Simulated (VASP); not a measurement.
# Zn (P6_3/mmc) in VASP: notebook, part 3 of 3

VASP 6.6.1.

### 5 Electric field gradients, PBE (15.51 Å³/atom)

This run uses another cell than the first one, of 15.51 Å³/atom.

The input, INCAR:

```
SYSTEM = Zn
PREC = Accurate
ENCUT = 520
EDIFF = 1E-8
ISMEAR = -1
SIGMA = 0.03
LREAL = .FALSE.
LASPH = .TRUE.
NELM = 80
ALGO = Normal
ISIF = 2
LWAVE = .FALSE.
LCHARG = .FALSE.
GGA = PE
LEFG = .TRUE.
NBANDS = 19
```

The input, KPOINTS:

```
regular mesh
0
G
  16 16 8
  0 0 0
```

The input, POSCAR:

```
Zn
1.0
    2.6824462367      0.0000000000      0.0000000000
   -1.3412231184      2.3230665853      0.0000000000
    0.0000000000      0.0000000000      4.9794605574
Zn
2
Direct
    0.3333333333      0.6666666667      0.2500000000
    0.6666666667      0.3333333333      0.7500000000
```

Potentials or basis: VASP PAW PBE potentials, release 64 (Zn).

Command:

```console
$ cat potpaw_PBE.64/Zn/POTCAR > POTCAR
$ mpirun -np 1 vasp_std > vasp.out
```

OUTCAR:

```text
SYSTEM = Zn
   PREC = Accurate
   ENCUT = 520
   EDIFF = 1E-8
   ISMEAR = -1
   LREAL = .FALSE.
   LASPH = .TRUE.
   NELM = 80
   ISIF = 2
   GGA = PE

 ion  position               nearest neighbor table
   1  0.333  0.667  0.250-   2 2.93   2 2.93   2 2.93   2 2.93   2 2.93   2 2.93
   2  0.667  0.333  0.750-   1 2.93   1 2.93   1 2.93   1 2.93   1 2.93   1 2.93

  LATTYP: Found a hexagonal cell.
 ALAT       =     2.6824462367
 C/A-ratio  =     1.8563132745

  Lattice vectors:

 A1 = (   2.6824462367,   0.0000000000,   0.0000000000)
 A2 = (  -1.3412231184,   2.3230665853,   0.0000000000)
 A3 = (   0.0000000000,   0.0000000000,   4.9794605574)

Analysis of symmetry for initial positions (statically):
=====================================================================
 Subroutine PRICEL returns:
 Original cell was already a primitive cell.

 Routine SETGRP: Setting up the symmetry group for a
 hexagonal supercell.
[... 719 lines left out ...]
  volume of cell :       31.03
      direct lattice vectors                 reciprocal lattice vectors
     2.682446237  0.000000000  0.000000000     0.372794051  0.215232746  0.000000000
    -1.341223118  2.323066585  0.000000000     0.000000000  0.430465492  0.000000000
     0.000000000  0.000000000  4.979460557     0.000000000  0.000000000  0.200824967

 POSITION                                       TOTAL-FORCE (eV/Angst)
 -----------------------------------------------------------------------------------
     -0.00000      1.54871      1.24487        -0.000000      0.000000      0.000000
      1.34122      0.77436      3.73460         0.000000     -0.000000      0.000000
 -----------------------------------------------------------------------------------
    total drift:                               -0.000000      0.000000      0.000000

  FREE ENERGIE OF THE ION-ELECTRON SYSTEM (eV)
  ---------------------------------------------------
  free  energy   TOTEN  =        -2.2231341990 eV

  energy  without entropy=       -2.2225658976  energy(sigma->0) =       -2.22285005

 Electric field gradients (V/A^2)
---------------------------------------------------------------------
 ion       V_xx      V_yy      V_zz      V_xy      V_xz      V_yz
---------------------------------------------------------------------
   1     -18.334   -18.326    36.660     0.007     0.000    -0.000
   2     -18.334   -18.326    36.660     0.007    -0.000     0.000
---------------------------------------------------------------------

 Electric field gradients after diagonalization (V/A^2)
 (convention: |V_zz| > |V_xx| > |V_yy|)
----------------------------------------------------------------------
 ion       V_xx      V_yy      V_zz     asymmetry (V_yy - V_xx)/ V_zz
----------------------------------------------------------------------
   1     -18.338   -18.322    36.660       0.000
   2     -18.338   -18.322    36.660       0.000
----------------------------------------------------------------------

           NMR quadrupolar parameters

 Cq : quadrupolar parameter    Cq=e*Q*V_zz/h
 eta: asymmetry parameters     (V_yy - V_xx)/ V_zz
 Q  : nuclear electric quadrupole moment in mb (millibarn)
----------------------------------------------------------------------
 ion       Cq(MHz)       eta       Q (mb)
----------------------------------------------------------------------
   1       0.089       0.000       1.000
   2       0.089       0.000       1.000
----------------------------------------------------------------------
```

Run time: 1.8 min. Hardware: 1 thread of Intel Xeon 8259CL, shared host; peak memory 0.19 GiB.

What came out:

```
Free energy                             : -2.2231 eV
Pressure                                : -1.5 GPa
Band gap on the k mesh                  : zero (bands 12 and 13 overlap by 4.30 eV)
Largest electric field gradient by atom : Zn +36.7 V/Å²
```

Levels at points of the mesh, in eV from the Fermi level:
| k point | band 9 | band 10 | band 11 | band 12 | band 13 | band 14 | band 15 | band 16 |
| --- | --- | --- | --- | --- | --- | --- | --- | --- |
| (0.00, 0.00, 0.00) | -7.33 | -7.13 | -7.13 | -3.59 | -3.12 | 13.38 | 16.99 | 17.10 |
| (0.50, 0.00, 0.00) | -6.96 | -6.94 | -2.84 | -2.22 | 2.51 | 3.46 | 3.90 | 5.60 |
| (0.00, 0.00, 0.50) | -7.21 | -7.21 | -7.21 | -7.21 | 4.47 | 4.47 | 18.36 | 18.36 |
| (0.50, 0.00, 0.50) | -6.95 | -6.95 | -1.87 | -1.87 | 0.01 | 0.01 | 9.94 | 9.94 |

Electric field gradients, principal values (V/Å²):
```tsv
atom	least	middle	greatest (by size)
1 Zn	-18.322	-18.338	36.660
2 Zn	-18.322	-18.338	36.660
```

Caveat: without QUAD_EFG the Cq values of the log hold for a quadrupole moment of 1 mb, not for the nuclei.

### 6 The runs side by side

| cell | gap on the mesh (eV) | pressure (GPa) |
| --- | --- | --- |
| a = 2.629, b = 2.629, c = 4.880 Å, angles 90.0, 90.0, 120.0°, 2 atoms | none | 3.2 |
| a = 2.647, b = 2.647, c = 4.913 Å, angles 90.0, 90.0, 120.0°, 2 atoms | none | 1.4 |
| a = 2.665, b = 2.665, c = 4.947 Å, angles 90.0, 90.0, 120.0°, 2 atoms | none | -0.2 |
| a = 2.682, b = 2.682, c = 4.979 Å, angles 90.0, 90.0, 120.0°, 2 atoms | none | -1.5 |

Alike in all rows: task electric field gradients; level PBE; potentials or basis VASP PAW PBE potentials, release 64 (Zn); no spin polarisation; k mesh 16 × 16 × 8; cutoff (eV) 520; smearing fermi-dirac 0.03 eV.

Caveats: the cell stands under pressure (at least some runs).

Total energies depend on the potentials used, so only differences within one code and one set of settings carry meaning.
